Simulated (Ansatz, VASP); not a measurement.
**MgO in VASP and in Ansatz**

INCAR

```
SYSTEM = MgO
PREC = Accurate
ENCUT = 600
EDIFF = 1E-6
ISMEAR = -1
SIGMA = 0.05
LREAL = .FALSE.
LASPH = .TRUE.
NELM = 120
ALGO = Normal
ISIF = 2
LWAVE = .FALSE.
LCHARG = .TRUE.
LELF = .TRUE.
LVHAR = .TRUE.
NBANDS = 11
GGA_COMPAT = .FALSE.
```

The input KPOINTS:

```
Automatic mesh
0
G
  16 16 16
  0 0 0
```

Contents of POSCAR:

```
MgO
1.0
    0.0000000000      2.0970780100      2.0970780100
    2.0970780100      0.0000000000      2.0970780100
    2.0970780100      2.0970780100      0.0000000000
Mg O
1 1
Direct
    0.0000000000      0.0000000000      0.0000000000
    0.2500000000      0.2500000000      0.2500000000
```

Input for Ansatz:

```yaml
crystal:
  lattice:
    - [0.0, 2.09707801, 2.09707801]
    - [2.09707801, 0.0, 2.09707801]
    - [2.09707801, 2.09707801, 0.0]
  atoms:
    - { symbol: Mg, position: [0.0, 0.0, 0.0] }
    - { symbol: O, position: [0.25, 0.25, 0.25] }
kpoints:
  mp_grid: { grid: [16, 16, 16] }
scf:
  occupations: { method: fermi_dirac, width: 0.05 }
hamiltonian:
  xc: lda
  pseudopotentials: { kind: paw }
output:
  forces: true
  stress: true
  eigenvalues: true
  populations: true
  write_density: true
  write_potential: true
  elf: true
  volumetric_format: npy
```

Change from the starting cell: volume scaled by 0.8, PAW files.

Alike in both runs: task single point; functional LDA; k mesh 16 × 16 × 16; occupations fermi-dirac, width 0.05 eV; no spin polarisation.

```csv
,VASP,Ansatz
version,VASP 6.6.1,Ansatz 0.2.0
potentials or method,"VASP PAW LDA potentials, release 64 (Mg, O)","PAW with Ansatz's default frozen-core files, scalar-relativistic"
plane-wave cutoff (eV),600,420
valence electrons in the cell,8,16
```

|  | VASP | Ansatz | Ansatz less VASP |
| --- | --- | --- | --- |
| gap on the k mesh at the Fermi level (eV) | 5.18 | 5.17 | -0.009 |
| pressure (GPa) | 45.9 | 45.4 | -0.50 |

LDA's correlation is that of Perdew and Zunger in VASP and of Perdew and Wang (1992) in Ansatz. Both programs put the cell under a high pressure, so it lies far from rest at this level. VASP's potentials hold 8 valence electrons a cell and Ansatz's 16, so a difference there can come from the potentials and not from the codes.
